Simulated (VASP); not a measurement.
# CdS (Fd-3m) in VASP: a series of runs

CdS is run at these levels: PBE; tasks: single point, relaxation of cell and atoms.

All numbers are computed with VASP 6.6.1; they aren't measurements. Logs are shortened: lines on timing, memory, paths and dates and some standing lists are left out, and cuts for length are marked.

### 1 The cell of the first run

Symmetry: Fd-3m, No. 227, cubic system. The conventional cell has a = 6.823 Å, b = 6.823 Å, c = 6.823 Å, α = 90.00°, β = 90.00°, γ = 90.00°. Within 3.9 Å of Cd (site symmetry -43m) lie 4 Cd at 2.95 Å and 10 S at 2.95 to 3.41 Å. Within 3.9 Å of S (site symmetry -43m) lie 10 Cd at 2.95 to 3.41 Å and 4 S at 2.95 Å.

### 2 Single point, PBE

Input file INCAR:

```
PREC = Accurate
ENCUT = 520
EDIFF = 1E-7
ISMEAR = 0
SIGMA = 0.1
LREAL = F
LASPH = T
NELM = 100
ALGO = Normal
ISIF = 2
LWAVE = F
LCHARG = F
GGA = PE
NBANDS = 26
```

Input file KPOINTS:

```
regular mesh
0
Gamma
  4 4 4
```

Input file POSCAR:

```
CdS
1.0
    0.0000000000      3.4116704124      3.4116704124
    3.4116704124      0.0000000000      3.4116704124
    3.4116704124      3.4116704124      0.0000000000
Cd S
2 2
Direct
    0.5000000000      0.5000000000      0.5000000000
    0.7500000000      0.7500000000      0.7500000000
    0.0000000000      0.0000000000      0.0000000000
    0.2500000000      0.2500000000      0.2500000000
```

Potentials or basis: VASP PAW PBE potentials, release 64 (Cd, S).

Run with:

```console
cat potpaw_PBE.64/Cd/POTCAR potpaw_PBE.64/S/POTCAR > POTCAR
mpirun -np 1 vasp_std > vasp.out
```

OUTCAR:

```text
PREC = Accurate
   ENCUT = 520
   EDIFF = 1E-7
   ISMEAR = 0
   LREAL = F
   LASPH = T
   NELM = 100
   ISIF = 2
   GGA = PE

 ion  position               nearest neighbor table
   1  0.500  0.500  0.500-   2 2.95   4 2.95   4 2.95   4 2.95   4 2.95   2 2.95   2 2.95   2 2.95

   2  0.750  0.750  0.750-   1 2.95   3 2.95   1 2.95   1 2.95   1 2.95   3 2.95   3 2.95   3 2.95

   3  0.000  0.000  0.000-   2 2.95   2 2.95   2 2.95   2 2.95
   4  0.250  0.250  0.250-   1 2.95   1 2.95   1 2.95   1 2.95

  LATTYP: Found a face centered cubic cell.
 ALAT       =     6.8233408248

  Lattice vectors:

 A1 = (   0.0000000000,   3.4116704124,   3.4116704124)
 A2 = (   3.4116704124,   0.0000000000,   3.4116704124)
 A3 = (   3.4116704124,   3.4116704124,   0.0000000000)

Analysis of symmetry for initial positions (statically):
=====================================================================
 Subroutine PRICEL returns:
 Original cell was already a primitive cell.

 Routine SETGRP: Setting up the symmetry group for a
 face centered cubic supercell.

 Subroutine GETGRP returns: Found 48 space group operations
 (whereof 24 operations were pure point group operations)
 out of a pool of 48 trial point group operations.

The static configuration has the point symmetry T_d .
 The point group associated with its full space group is O_h .

Analysis of symmetry for dynamics (positions and initial velocities):
=====================================================================
 Subroutine PRICEL returns:
 Original cell was already a primitive cell.

 Routine SETGRP: Setting up the symmetry group for a
 face centered cubic supercell.

 Subroutine GETGRP returns: Found 48 space group operations
 (whereof 24 operations were pure point group operations)
 out of a pool of 48 trial point group operations.

The dynamic configuration has the point symmetry T_d .
 The point group associated with its full space group is O_h .

 Subroutine INISYM returns: Found 48 space group operations
 (whereof 24 operations are pure point group operations),
 and found     1 'primitive' translations

----------------------------------------------------------------------------------------

                                     Primitive cell

  volume of cell :      79.4202

  direct lattice vectors                    reciprocal lattice vectors
     0.000000000  3.411670412  3.411670412    -0.146555775  0.146555775  0.146555775
     3.411670412  0.000000000  3.411670412     0.146555775 -0.146555775  0.146555775
     3.411670412  3.411670412  0.000000000     0.146555775  0.146555775 -0.146555775

  length of vectors
     4.824830568  4.824830568  4.824830568     0.253842048  0.253842048  0.253842048

  position of ions in fractional coordinates (direct lattice)
     0.500000000  0.500000000  0.500000000
     0.750000000  0.750000000  0.750000000
     0.000000000  0.000000000  0.000000000
     0.250000000  0.250000000  0.250000000

  ion indices of the primitive-cell ions
   primitive index   ion index
                 1           1
                 2           2
                 3           3
                 4           4

----------------------------------------------------------------------------------------

 KPOINTS: regular mesh

Automatic generation of k-mesh.
 Grid dimensions read from file:
 generate k-points for:    4    4    4

 Generating k-lattice:

  Cartesian coordinates                     Fractional coordinates (reciprocal lattice)
    -0.036638944  0.036638944  0.036638944     0.250000000  0.000000000  0.000000000
     0.036638944 -0.036638944  0.036638944     0.000000000  0.250000000  0.000000000
     0.036638944  0.036638944 -0.036638944     0.000000000  0.000000000  0.250000000

  Length of vectors
     0.063460512  0.063460512  0.063460512

  Shift w.r.t. Gamma in fractional coordinates (k-lattice)
     0.000000000  0.000000000  0.000000000

 Subroutine IBZKPT returns following result:
 ===========================================

 Found      8 irreducible k-points:

 Following reciprocal coordinates:
            Coordinates               Weight
  0.000000  0.000000  0.000000      1.000000
  0.250000  0.000000  0.000000      8.000000
  0.500000  0.000000  0.000000      4.000000
  0.250000  0.250000  0.000000      6.000000
  0.500000  0.250000  0.000000     24.000000
 -0.250000  0.250000  0.000000     12.000000
  0.500000  0.500000  0.000000      3.000000
 -0.250000  0.500000  0.250000      6.000000
   k-points           NKPTS =      8   k-points in BZ     NKDIM =      8   number of bands    NBANDS=     26
   number of dos      NEDOS =    301   number of ions     NIONS =      4
   total plane-waves  NPLWV =  46656
   dimension x,y,z NGX =    36 NGY =   36 NGZ =   36
   dimension x,y,z NGXF=    72 NGYF=   72 NGZF=   72
   ions per type =               2   2
   NGX,Y,Z   is equivalent  to a cutoff of  12.40, 12.40, 12.40 a.u.
   NGXF,Y,Z  is equivalent  to a cutoff of  24.81, 24.81, 24.81 a.u.
 SYSTEM =  unknown system
   PREC   = accura    normal or accurate (medium, high low for compatibility)
   ISTART =      0    job   : 0-new  1-cont  2-samecut
   ICHARG =      2    charge: 1-file 2-atom 10-const
   ISPIN  =      1    spin polarized calculation?
   LNONCOLLINEAR =      F non collinear calculations
   LSORBIT =      F    spin-orbit coupling
   LASPH  =      T    aspherical Exc in radial PAW
   ENCUT  =  520.0 eV  38.22 Ry    6.18 a.u.   8.97  8.97  8.97*2*pi/ulx,y,z
   NELM   =    100;   NELMIN=  2; NELMDL= -5     # of ELM steps
   EDIFF  = 0.1E-06   stopping-criterion for ELM
   LREAL  =      F    real-space projection
   EDIFFG = 0.1E-05   stopping-criterion for IOM
   NSW    =      0    number of steps for IOM
   IBRION =     -1    ionic relax: 0-MD 1-quasi-New 2-CG
   NFREE  =      0    steps in history (QN), initial steepest desc. (CG)
   ISIF   =      2    stress and relaxation
   ISYM   =      2    0-nonsym 1-usesym 2-fastsym
   POTIM  = 0.5000    time-step for ionic-motion
   TEBEG  =    0.0;   TEEND  =   0.0 temperature during run
   PSTRESS=    0.0 pullay stress
   NELECT =      36.0000    total number of electrons
   NUPDOWN=      -1.0000    fix difference up-down
   EMIN   =  10.00;   EMAX   =-10.00  energy-range for DOS
   EFERMI =   0.00;   METHOD = LEGACY
   ISMEAR =     0;   SIGMA  =   0.10  broadening in eV -4-tet -1-fermi 0-gaus
   EFERMI_NEDOS =   21; number of points for ismear=-14 and -15
   IALGO  =     38    algorithm
   IMIX   =      4    mixing-type and parameters
     AMIX     =   0.40;   BMIX     =  1.00
     AMIX_MAG =   1.60;   BMIX_MAG =  1.00
  volume/ion in A,a.u.               =      19.86       133.99
  Fermi-wavevector in a.u.,A,eV,Ry     =   1.257569  2.376461 21.517349  1.581481
  Thomas-Fermi vector in A             =   2.391222
   LORBIT       =      0    0 simple, 1 ext, 2 COOP (PROOUT), +10 PAW based schemes
   GGA     = PE    functional components
   LHFCALC =     F    Hartree Fock is set to
   AEXX    =    0.0000 exact exchange contribution
   IVDW    =     0    specifies the selected vdW correction
   LEPSILON=     F    determine dielectric tensor
   LRPA    =     F    only Hartree local field effects (RPA)
 non-spin polarized calculation
 Gauss-broadening in eV      SIGMA  =   0.10
  energy-cutoff  :      520.00
  volume of cell :       79.42
 maximum number of plane-waves:      2148
   NGX = 17   NGY = 17   NGZ = 17

 number of electron      35.9999998 magnetization

 Free energy of the ion-electron system (eV)
  ---------------------------------------------------
  ext. energy  EPLUGINS =         0.00000000
  ---------------------------------------------------
  free energy    TOTEN  =        -8.52242165 eV

  energy without entropy =       -8.51030222  energy(sigma->0) =       -8.51636194

 E-fermi :   3.7165     XC(G=0): -10.7462

 val. band max:        3.6529677364   @ k =   0.2500   0.0000   0.0000
 cond. band min:       3.8576889065   @ k =   0.5000   0.0000   0.0000
 fundamental gap:      0.2047211700
 Fermi energy:         3.7165288206

 k-point     1 :       0.0000    0.0000    0.0000
  band No.  band energies     occupation
      1      -9.8722      2.00000
      2      -6.6298      2.00000
      3      -5.0403      2.00000
      4      -5.0403      2.00000
      5      -5.0403      2.00000
      6      -4.9400      2.00000
[... 18 lines left out ...]
     25      10.4991      0.00000
     26      12.6444      0.00000

 k-point     2 :       0.2500    0.0000    0.0000
  band No.  band energies     occupation
      1      -9.5534      2.00000
      2      -7.1304      2.00000
      3      -5.0962      2.00000
      4      -5.0962      2.00000
      5      -4.9339      2.00000
      6      -4.8628      2.00000
[... 18 lines left out ...]
     25      11.8726      0.00000
     26      12.5325      0.00000

 k-point     3 :       0.5000    0.0000    0.0000
  band No.  band energies     occupation
      1      -9.0745      2.00000
      2      -7.7342      2.00000
      3      -5.0536      2.00000
      4      -5.0536      2.00000
      5      -4.9375      2.00000
      6      -4.9375      2.00000
[... 18 lines left out ...]
     25      11.1036      0.00000
     26      14.2847      0.00000

 k-point     4 :       0.2500    0.2500    0.0000
  band No.  band energies     occupation
      1      -9.4425      2.00000
      2      -7.3172      2.00000
      3      -5.0341      2.00000
      4      -5.0341      2.00000
      5      -4.8923      2.00000
      6      -4.8271      2.00000
[... 18 lines left out ...]
     25      11.0857      0.00000
     26      11.6785      0.00000

 k-point     5 :       0.5000    0.2500    0.0000
  band No.  band energies     occupation
      1      -8.9152      2.00000
      2      -7.9335      2.00000
      3      -5.0707      2.00000
      4      -5.0031      2.00000
      5      -4.8736      2.00000
      6      -4.7671      2.00000
[... 18 lines left out ...]
     25      11.8339      0.00000
     26      13.9455      0.00000

 k-point     6 :      -0.2500    0.2500    0.0000
  band No.  band energies     occupation
      1      -9.1232      2.00000
      2      -7.6766      2.00000
      3      -5.1496      2.00000
      4      -5.0101      2.00000
      5      -4.9240      2.00000
      6      -4.7192      2.00000
[... 18 lines left out ...]
     25      12.0529      0.00000
     26      12.5086      0.00000

 k-point     7 :       0.5000    0.5000    0.0000
  band No.  band energies     occupation
      1      -8.4533      2.00000
      2      -8.4533      2.00000
      3      -5.0582      2.00000
      4      -5.0582      2.00000
      5      -4.6991      2.00000
      6      -4.6991      2.00000
[... 18 lines left out ...]
     25      12.9257      0.00000
     26      12.9257      0.00000

 k-point     8 :      -0.2500    0.5000    0.2500
  band No.  band energies     occupation
      1      -8.4377      2.00000
      2      -8.4377      2.00000
      3      -4.9863      2.00000
      4      -4.9863      2.00000
      5      -4.8248      2.00000
      6      -4.8248      2.00000
[... 18 lines left out ...]
     25      12.5242      0.00000
     26      12.5242      0.00000

------------------------ aborting loop because EDIFF is reached ----------------------------------------

  FORCE on cell =-STRESS in cart. coord.  units (eV):
  Direction    XX          YY          ZZ          XY          YZ          ZX
  --------------------------------------------------------------------------------------
  -------------------------------------------------------------------------------------
  Total        0.1412529      0.1412529      0.1412529     -0.0000000     -0.0000000     -0.0000000
  in kB        2.8495525      2.8495525      2.8495525     -0.0000000     -0.0000000     -0.0000000
  external PRESSURE =       2.8495525 kB  Pullay stress =       0.0000000 kB

 VOLUME and BASIS-vectors are now :
 -----------------------------------------------------------------------------
  energy-cutoff  :      520.00
  volume of cell :       79.42
      direct lattice vectors                 reciprocal lattice vectors
     0.000000000  3.411670412  3.411670412    -0.146555775  0.146555775  0.146555775
     3.411670412  0.000000000  3.411670412     0.146555775 -0.146555775  0.146555775
     3.411670412  3.411670412  0.000000000     0.146555775  0.146555775 -0.146555775

 POSITION                                       TOTAL-FORCE (eV/Angst)
 -----------------------------------------------------------------------------------
      3.41167      3.41167      3.41167         0.000000      0.000000      0.000000
      5.11751      5.11751      5.11751        -0.000000     -0.000000     -0.000000
      0.00000      0.00000      0.00000        -0.000000     -0.000000     -0.000000
      1.70584      1.70584      1.70584         0.000000      0.000000      0.000000
 -----------------------------------------------------------------------------------
    total drift:                                0.000000      0.000000      0.000000

  FREE ENERGIE OF THE ION-ELECTRON SYSTEM (eV)
  ---------------------------------------------------
  free  energy   TOTEN  =        -8.5224216502 eV

  energy  without entropy=       -8.5103022220  energy(sigma->0) =       -8.51636194
```

It took 14 s on 1 thread of Intel Xeon 6975P-C, shared host; peak memory 0.2 GiB.

What came out:

```yaml
Free_energy: -8.5224 eV
Pressure: 0.3 GPa
Band_gap_on_the_k_mesh: zero (band 18 reaches 4.26 eV, above the bottom of band 19 at 2.44 eV)
```

Levels at points of the mesh, in eV from the Fermi level:
| k point | band 16 | band 17 | band 18 | band 19 | band 20 | band 21 |
| --- | --- | --- | --- | --- | --- | --- |
| (0.00, 0.00, 0.00) | -2.61 | -1.28 | -1.28 | -1.28 | 3.64 | 3.64 |
| (0.50, 0.00, 0.00) | -1.07 | -1.07 | -0.22 | 0.14 | 1.35 | 3.76 |
| (0.50, 0.50, 0.00) | -3.97 | 0.55 | 0.55 | 1.51 | 1.51 | 4.86 |

Caveat: the k points lie up to 0.40 Å⁻¹ apart.

### 3 Single point, PBE

This run uses another cell than the first one, of 26.48 Å³/atom, 1.333 times its volume.

Input file INCAR:

```
SYSTEM = CdS
PREC     = Accurate       ! precision mode
ENCUT    = 520            ! plane-wave cutoff, eV
EDIFF    = 1E-6           ! SCF threshold, eV
ISMEAR   = 0              ! smearing method
SIGMA    = 0.1            ! smearing width, eV
LREAL    = .FALSE.        ! projectors in reciprocal space
LASPH    = .TRUE.         ! aspherical terms in the spheres
NELM     = 80             ! most SCF steps
ALGO     = Normal         ! electronic algorithm
ISIF     = 2              ! what is computed and relaxed
LWAVE    = .FALSE.        ! write WAVECAR
LCHARG   = .FALSE.        ! write CHGCAR
GGA      = PE             ! functional
NBANDS   = 26             ! bands
```

Input file KPOINTS:

```
Automatic mesh
0
G
  4 4 4
  0 0 0
```

Input file POSCAR:

```
CdS
1.0
    0.0000000000      3.7551168270      3.7551168270
    3.7551168270      0.0000000000      3.7551168270
    3.7551168270      3.7551168270      0.0000000000
Cd S
2 2
Direct
    0.5000000000      0.5000000000      0.5000000000
    0.7500000000      0.7500000000      0.7500000000
    0.0000000000      0.0000000000      0.0000000000
    0.2500000000      0.2500000000      0.2500000000
```

Potentials or basis: VASP PAW PBE potentials, release 64 (Cd, S).

Run with:

```console
cat potpaw_PBE.64/Cd/POTCAR potpaw_PBE.64/S/POTCAR > POTCAR
mpirun -np 1 vasp_std > vasp.out
```

Run time: 17 s. Hardware: 1 thread of Intel Xeon 6975P-C, shared host; peak memory 0.24 GiB.

It converged, with:

| Property | Result |
| --- | --- |
| Free energy | -7.6009 eV |
| Pressure | -8.5 GPa |
| Band gap on the k mesh | zero (band 18 reaches 1.61 eV, above the bottom of band 19 at 0.45 eV) |

Levels at points of the mesh, in eV from the Fermi level:
```tsv
k point	band 14	band 15	band 16	band 17	band 18	band 19	band 20	band 21	band 22	band 23
(0.00, 0.00, 0.00)	-1.79	-1.79	-1.79	-0.85	-0.85	-0.85	3.14	3.58	3.58	3.58
(0.50, 0.00, 0.00)	-2.16	-2.16	-0.57	-0.57	-0.33	-0.15	0.74	3.43	3.43	5.68
(0.50, 0.50, 0.00)	-3.07	-3.01	-3.01	0.31	0.31	0.90	0.90	4.26	4.26	6.47
```

Caveat: the k points lie up to 0.36 Å⁻¹ apart.

(Part 1 of 2 ends here.)
